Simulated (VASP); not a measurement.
Wanted: the native input for a VASP 6.6.1 run.

| Item | Value |
| --- | --- |
| Task | single point |
| Functional | LDA |
| Potentials or basis | VASP PAW LDA potentials, release 64 (Cd, Ir) |
| Cutoff | 520 eV |
| k mesh | 5 × 5 × 5 |
| Occupations | gaussian, width 0.5 eV |
| Spin | no spin polarisation |
| Dipole correction | no |
| Further INCAR settings | ALGO = Normal; EDIFF = 1e-06; NBANDS = 30 |

The structure of Cd3Ir lies in POSCAR:

```
Cd3Ir
1.0
    4.2167000000      0.0000000000      0.0000000000
    0.0000000000      4.2167000000      0.0000000000
    0.0000000000      0.0000000000      4.2167000000
Cd Ir
3 1
Direct
    0.0000000000      0.5000000000      0.5000000000
    0.5000000000      0.0000000000      0.5000000000
    0.5000000000      0.5000000000      0.0000000000
    0.0000000000      0.0000000000      0.0000000000
```

These files were run (other wordings do the same):

INCAR

```
SYSTEM = Cd3Ir
PREC = Accurate
ENCUT = 520
EDIFF = 1E-6
ISMEAR = 0
SIGMA = 0.5
LREAL = .FALSE.
LASPH = .TRUE.
NELM = 80
ALGO = Normal
ISIF = 2
LWAVE = .FALSE.
LCHARG = .FALSE.
GGA = CA
NBANDS = 30
```

KPOINTS

```
regular mesh
0
G
  5 5 5
  0 0 0
```

Potentials or basis: VASP PAW LDA potentials, release 64 (Cd, Ir).

Launch:

```console
$ cat potpaw_LDA.64/Cd/POTCAR potpaw_LDA.64/Ir/POTCAR > POTCAR
$ mpirun -np 1 vasp_std > vasp.out
```

Results of the run:

The pressure is -9.7 GPa.

Run time: 12 s on 1 thread of Intel(R) Xeon(R) Platinum 8175M CPU @ 2.50GHz (Skylake/Cascade Lake), on a shared host, peak memory 0.16 GiB.
